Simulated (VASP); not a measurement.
**C: single point with r2SCAN**

The system is C.

```
C
1.0
     2.50339    0.00000    0.00000
    -1.25169    2.16800    0.00000
     0.00000    0.00000    4.12717
C
4
Direct
  0.33333 0.66667 0.99975
  0.66667 0.33333 0.49975
  0.33333 0.66667 0.37425
  0.66667 0.33333 0.87425
```

This cell differs from its parent crystal: strained cell.

| Quantity | Value |
| --- | --- |
| Program | VASP 6.6.1 |
| Task | single point |
| Functional | r2SCAN |
| Potentials or basis | VASP PAW PBE potentials, release 64 (C) |
| Cutoff | 520 eV |
| k mesh | 9 × 9 × 6 |
| Occupations | gaussian, width 0.02 eV |
| Spin | no spin polarisation |
| Dipole correction | no |
| Further INCAR settings | ALGO = Normal; EDIFF = 1e-06; NBANDS = 16 |

The pressure is 5.8 GPa and the largest force is 0.005 eV/Å. The band gap on the k mesh is 3.53 eV, indirect (least direct gap 5.07 eV).

Forces in eV/Å, atoms in the order of the input:
```
C    0.000  0.000  0.005
C    0.000  0.000  0.005
C    0.000  0.000 -0.005
C    0.000  0.000 -0.005
```

Stress tensor (GPa, compression positive):
```
 1.11  0.00  0.00
 0.00  1.11  0.00
 0.00  0.00 15.18
```

Levels at points of the mesh, in eV from the valence-band top:
| k point | band 6 | band 7 | band 8 | band 9 | band 10 | band 11 |
| --- | --- | --- | --- | --- | --- | --- |
| (0.00, 0.00, 0.00) | -0.52 | 0.00 | 0.00 | 5.07 | 5.07 | 5.88 |
| (0.00, 0.00, 0.50) | -2.07 | -2.07 | -2.07 | 7.58 | 7.58 | 7.58 |

It took 31 s on 1 thread of Intel(R) Xeon(R) 6975P-C (Granite Rapids) (shared host), peak memory 0.13 GiB.

Caveat: the cell differs from its parent crystal (strained cell); the PAW data sets were made with another functional, which shifts forces and pressure a little. A k mesh can miss the band edges.
